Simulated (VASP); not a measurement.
# Br (Fd-3m) in VASP: relaxation of cell and atoms with PBE

Aim: the relaxation of cell and atoms of Br with PBE.

Everything below comes from runs of VASP 6.6.1. Logs are shortened: lines on timing, memory, paths and dates and some standing lists are left out, and cuts for length are marked.

### Step 1. The cell of the first run

Symmetry: Fd-3m, No. 227, cubic system. Conventional cell: a = 6.480 Å, b = 6.480 Å, c = 6.480 Å, α = 90.00°, β = 90.00°, γ = 90.00°. Br (site symmetry -43m) has 4 Br at 2.81 Å within 3.7 Å.

### Step 2. Relaxation of cell and atoms, PBE

Contents of INCAR:

```
PREC = Accurate
ENCUT = 600
EDIFF = 1E-7
ISMEAR = -1
SIGMA = 0.05
LREAL = False
LASPH = True
NELM = 100
ALGO = Normal
ISIF = 3
LWAVE = False
LCHARG = False
GGA = PE
IBRION = 2
NSW = 60
EDIFFG = -0.02
```

Contents of KPOINTS:

```
regular mesh
0
Gamma
  12 12 12
```

Contents of POSCAR:

```
Br
1.0
    0.0000000000      3.2400000000      3.2400000000
    3.2400000000      0.0000000000      3.2400000000
    3.2400000000      3.2400000000      0.0000000000
Br
2
Direct
    0.0000000000      0.0000000000      0.0000000000
    0.2500000000      0.2500000000      0.2500000000
```

Potentials or basis: VASP PAW PBE potentials, release 64 (Br).

Command:

```sh
cat potpaw_PBE.64/Br/POTCAR > POTCAR
mpirun -np 1 vasp_std > vasp.out
```

OUTCAR:

```text
PREC = Accurate
   ENCUT = 600
   EDIFF = 1E-7
   ISMEAR = -1
   LREAL = False
   LASPH = True
   NELM = 100
   ISIF = 3
   GGA = PE
   IBRION = 2
   NSW = 60
   EDIFFG = -0.02

 ion  position               nearest neighbor table
   1  0.000  0.000  0.000-
   2  0.250  0.250  0.250-

  LATTYP: Found a face centered cubic cell.
 ALAT       =     6.4800000000

  Lattice vectors:

 A1 = (   0.0000000000,   3.2400000000,   3.2400000000)
 A2 = (   3.2400000000,   0.0000000000,   3.2400000000)
 A3 = (   3.2400000000,   3.2400000000,   0.0000000000)

Analysis of symmetry for initial positions (statically):
=====================================================================
 Subroutine PRICEL returns:
 Original cell was already a primitive cell.

 Routine SETGRP: Setting up the symmetry group for a
 face centered cubic supercell.

 Subroutine GETGRP returns: Found 48 space group operations
 (whereof 24 operations were pure point group operations)
 out of a pool of 48 trial point group operations.

The static configuration has the point symmetry T_d .
 The point group associated with its full space group is O_h .

Analysis of symmetry for dynamics (positions and initial velocities):
=====================================================================
 Subroutine PRICEL returns:
 Original cell was already a primitive cell.

 Routine SETGRP: Setting up the symmetry group for a
 face centered cubic supercell.

 Subroutine GETGRP returns: Found 48 space group operations
 (whereof 24 operations were pure point group operations)
 out of a pool of 48 trial point group operations.

The dynamic configuration has the point symmetry T_d .
 The point group associated with its full space group is O_h .

 Subroutine INISYM returns: Found 48 space group operations
 (whereof 24 operations are pure point group operations),
 and found     1 'primitive' translations

----------------------------------------------------------------------------------------

                                     Primitive cell

  volume of cell :      68.0244

  direct lattice vectors                    reciprocal lattice vectors
     0.000000000  3.240000000  3.240000000    -0.154320988  0.154320988  0.154320988
     3.240000000  0.000000000  3.240000000     0.154320988 -0.154320988  0.154320988
     3.240000000  3.240000000  0.000000000     0.154320988  0.154320988 -0.154320988

  length of vectors
     4.582051942  4.582051942  4.582051942     0.267291791  0.267291791  0.267291791

  position of ions in fractional coordinates (direct lattice)
     0.000000000  0.000000000  0.000000000
     0.250000000  0.250000000  0.250000000

  ion indices of the primitive-cell ions
   primitive index   ion index
                 1           1
                 2           2

----------------------------------------------------------------------------------------

 KPOINTS: regular mesh

Automatic generation of k-mesh.
 Grid dimensions read from file:
 generate k-points for:   12   12   12

 Generating k-lattice:

  Cartesian coordinates                     Fractional coordinates (reciprocal lattice)
    -0.012860082  0.012860082  0.012860082     0.083333333  0.000000000  0.000000000
     0.012860082 -0.012860082  0.012860082     0.000000000  0.083333333  0.000000000
     0.012860082  0.012860082 -0.012860082     0.000000000  0.000000000  0.083333333

  Length of vectors
     0.022274316  0.022274316  0.022274316

  Shift w.r.t. Gamma in fractional coordinates (k-lattice)
     0.000000000  0.000000000  0.000000000

 Subroutine IBZKPT returns following result:
 ===========================================

 Found     72 irreducible k-points:

 Following reciprocal coordinates:
            Coordinates               Weight
  0.000000  0.000000  0.000000      1.000000
  0.083333  0.000000  0.000000      8.000000
  0.166667  0.000000  0.000000      8.000000
  0.250000  0.000000  0.000000      8.000000
  0.333333  0.000000  0.000000      8.000000
  0.416667  0.000000  0.000000      8.000000
[... 16 lines left out ...]
  0.500000  0.166667  0.000000     24.000000
 -0.416667  0.166667  0.000000     24.000000
 [... further k-points ...]
   k-points           NKPTS =     72   k-points in BZ     NKDIM =     72   number of bands    NBANDS=     11
   number of dos      NEDOS =    301   number of ions     NIONS =      2
   total plane-waves  NPLWV =  64000
   dimension x,y,z NGX =    40 NGY =   40 NGZ =   40
   dimension x,y,z NGXF=    80 NGYF=   80 NGZF=   80
   ions per type =               2
   NGX,Y,Z   is equivalent  to a cutoff of  14.51, 14.51, 14.51 a.u.
   NGXF,Y,Z  is equivalent  to a cutoff of  29.03, 29.03, 29.03 a.u.
 SYSTEM =  unknown system
   PREC   = accura    normal or accurate (medium, high low for compatibility)
   ISTART =      0    job   : 0-new  1-cont  2-samecut
   ICHARG =      2    charge: 1-file 2-atom 10-const
   ISPIN  =      1    spin polarized calculation?
   LNONCOLLINEAR =      F non collinear calculations
   LSORBIT =      F    spin-orbit coupling
   LASPH  =      T    aspherical Exc in radial PAW
   ENCUT  =  600.0 eV  44.10 Ry    6.64 a.u.   9.15  9.15  9.15*2*pi/ulx,y,z
   NELM   =    100;   NELMIN=  2; NELMDL= -5     # of ELM steps
   EDIFF  = 0.1E-06   stopping-criterion for ELM
   LREAL  =      F    real-space projection
   EDIFFG = -.2E-01   stopping-criterion for IOM
   NSW    =     60    number of steps for IOM
   IBRION =      2    ionic relax: 0-MD 1-quasi-New 2-CG
   NFREE  =      1    steps in history (QN), initial steepest desc. (CG)
   ISIF   =      3    stress and relaxation
   ISYM   =      2    0-nonsym 1-usesym 2-fastsym
   POTIM  = 0.5000    time-step for ionic-motion
   TEBEG  =    0.0;   TEEND  =   0.0 temperature during run
   PSTRESS=    0.0 pullay stress
   NELECT =      14.0000    total number of electrons
   NUPDOWN=      -1.0000    fix difference up-down
   EMIN   =  10.00;   EMAX   =-10.00  energy-range for DOS
   EFERMI =   0.00;   METHOD = LEGACY
   ISMEAR =    -1;   SIGMA  =   0.05  broadening in eV -4-tet -1-fermi 0-gaus
   EFERMI_NEDOS =   21; number of points for ismear=-14 and -15
   IALGO  =     38    algorithm
   IMIX   =      4    mixing-type and parameters
     AMIX     =   0.40;   BMIX     =  1.00
     AMIX_MAG =   1.60;   BMIX_MAG =  1.00
  volume/ion in A,a.u.               =      34.01       229.53
  Fermi-wavevector in a.u.,A,eV,Ry     =   0.966561  1.826535 12.711103  0.934240
  Thomas-Fermi vector in A             =   2.096373
   LORBIT       =      0    0 simple, 1 ext, 2 COOP (PROOUT), +10 PAW based schemes
   GGA     = PE    functional components
   LHFCALC =     F    Hartree Fock is set to
   AEXX    =    0.0000 exact exchange contribution
   IVDW    =     0    specifies the selected vdW correction
   LEPSILON=     F    determine dielectric tensor
   LRPA    =     F    only Hartree local field effects (RPA)
 conjugate gradient relaxation of ions
 non-spin polarized calculation
  energy-cutoff  :      600.00
  volume of cell :       68.02
 maximum number of plane-waves:      2286
 NGX is ok and might be reduce to    40
   NGX = 19   NGY = 19   NGZ = 19

--------------------------------------- Ionic step        1  -------------------------------------------

 number of electron      14.0000001 magnetization

 Free energy of the ion-electron system (eV)
  ---------------------------------------------------
  ext. energy  EPLUGINS =         0.00000000
  ---------------------------------------------------
  free energy    TOTEN  =        -1.74294496 eV

  energy without entropy =       -1.71482522  energy(sigma->0) =       -1.72888509

 E-fermi :   0.6801     XC(G=0):  -7.6992

 val. band max:        0.6757075144   @ k =   0.4167   0.1667   0.0000
 cond. band min:       0.6874999823   @ k =  -0.3333   0.3333   0.0000
 fundamental gap:      0.0117924679
 Fermi energy:         0.6801174535

 k-point     1 :       0.0000    0.0000    0.0000
  band No.  band energies     occupation
      1     -15.7101      2.00000
      2     -12.4115      2.00000
      3      -3.0306      2.00000
      4      -3.0306      2.00000
      5      -3.0306      2.00000
      6      -0.6648      2.00000
      7      -0.6648      2.00000
      8      -0.6648      2.00000
      9       5.5757      0.00000
     10       9.2308      0.00000
     11       9.2308      0.00000

 k-point     2 :       0.0833    0.0000    0.0000
  band No.  band energies     occupation
      1     -15.6768      2.00000
      2     -12.4697      2.00000
      3      -3.0772      2.00000
      4      -3.0772      2.00000
      5      -3.0636      2.00000
      6      -0.6128      2.00000
      7      -0.5981      2.00000
      8      -0.5981      2.00000
      9       5.7556      0.00000
     10       9.0622      0.00000
     11       9.0622      0.00000
[... 402 lines left out ...]
 POSITION                                       TOTAL-FORCE (eV/Angst)
 -----------------------------------------------------------------------------------
      0.00000      0.00000      0.00000        -0.000000     -0.000000     -0.000000
      1.75922      1.75922      1.75922         0.000000      0.000000      0.000000
 -----------------------------------------------------------------------------------
    total drift:                               -0.000000      0.000000      0.000000

  FREE ENERGIE OF THE ION-ELECTRON SYSTEM (eV)
  ---------------------------------------------------
  free  energy   TOTEN  =        -2.0248248141 eV

  energy  without entropy=       -1.9817447675  energy(sigma->0) =       -2.00328479

--------------------------------------- Ionic step        4  -------------------------------------------

 number of electron      13.9999997 magnetization

 Free energy of the ion-electron system (eV)
  ---------------------------------------------------
  ext. energy  EPLUGINS =         0.00000000
  ---------------------------------------------------
  free energy    TOTEN  =        -2.02557153 eV

  energy without entropy =       -1.98345516  energy(sigma->0) =       -2.00451335

 E-fermi :  -1.3311     XC(G=0):  -6.7747

 val. band max:       -1.3405425718   @ k =   0.4167   0.1667   0.0000
 cond. band min:      -1.3274052076   @ k =   0.4167   0.2500   0.0833
 fundamental gap:      0.0131373643
 Fermi energy:        -1.3310618289

 k-point     1 :       0.0000    0.0000    0.0000
  band No.  band energies     occupation
      1     -16.3387      2.00000
      2     -14.3836      2.00000
      3      -3.9926      2.00000
      4      -3.9926      2.00000
      5      -3.9926      2.00000
      6      -2.1823      2.00000
      7      -2.1823      2.00000
      8      -2.1823      2.00000
      9       3.9041      0.00000
     10       7.7937      0.00000
     11       7.7937      0.00000

 k-point     2 :       0.0833    0.0000    0.0000
  band No.  band energies     occupation
      1     -16.3173      2.00000
      2     -14.4138      2.00000
      3      -4.0249      2.00000
      4      -4.0249      2.00000
      5      -4.0198      2.00000
      6      -2.1552      2.00000
      7      -2.1388      2.00000
      8      -2.1388      2.00000
      9       4.0441      0.00000
     10       7.6487      0.00000
     11       7.6487      0.00000
[... 330 lines left out ...]
 POSITION                                       TOTAL-FORCE (eV/Angst)
 -----------------------------------------------------------------------------------
      0.00000      0.00000      0.00000         0.000000     -0.000000     -0.000000
      1.75191      1.75191      1.75191        -0.000000      0.000000      0.000000
 -----------------------------------------------------------------------------------
    total drift:                               -0.000000      0.000000      0.000000

  FREE ENERGIE OF THE ION-ELECTRON SYSTEM (eV)
  ---------------------------------------------------
  free  energy   TOTEN  =        -2.0255715314 eV

  energy  without entropy=       -1.9834551608  energy(sigma->0) =       -2.00451335

 reached required accuracy - stopping structural energy minimisation
```

Run time: 3.4 min. Hardware: 1 thread of AMD EPYC 9R45 (Zen 5), shared host; peak memory 0.23 GiB.

Results:

| Property | Result |
| --- | --- |
| Free energy | -2.0256 eV |
| Relaxed volume | 43.02 Å³/atom |
| Relaxed cell | a = 4.955 Å, b = 4.955 Å, c = 4.955 Å, α = 60.00°, β = 60.00°, γ = 60.00° |
| Space group after relaxing (to 0.05 Å) | Fd-3m (No. 227) |
| Energy gained by relaxing | 141.3 meV/atom |
| Ionic steps | 4 |
| Pressure after relaxing | 0.0 GPa |
| Band gap on the k mesh | zero (band 7 reaches -0.99 eV, above the bottom of band 8 at -2.18 eV) |

The path:
| step | energy change (eV) | largest force (eV/Å) | pressure (GPa) | volume (Å³) |
| --- | --- | --- | --- | --- |
| 1 | 0.0000 | 0.0000 | 6.33 | 68.02 |
| 2 | -0.2739 | 0.0000 | 0.77 | 82.13 |
| 3 | -0.2819 | 0.0000 | -0.20 | 87.11 |
| 4 | -0.2826 | 0.0000 | -0.02 | 86.03 |

Final structure:
```
CELL_PARAMETERS angstrom
0.00000 3.50382 3.50382
3.50382 0.00000 3.50382
3.50382 3.50382 0.00000
ATOMIC_POSITIONS crystal
Br 0.00000 0.00000 0.00000
Br 0.25000 0.25000 0.25000
```

Levels at points of the mesh, in eV from the Fermi level:
```csv
k point,band 4,band 5,band 6,band 7,band 8,band 9,band 10,band 11
"(0.00, 0.00, 0.00)",-2.66,-2.66,-0.85,-0.85,-0.85,5.24,9.12,9.12
"(0.50, 0.00, 0.00)",-3.04,-3.04,-0.31,-0.31,-0.18,7.63,7.83,8.90
"(0.50, 0.50, 0.00)",-3.44,-1.81,-1.81,0.34,0.34,7.16,7.16,10.63
```

Caveat: the volume moved by over 15 % at a fixed basis, so the end points are rough.
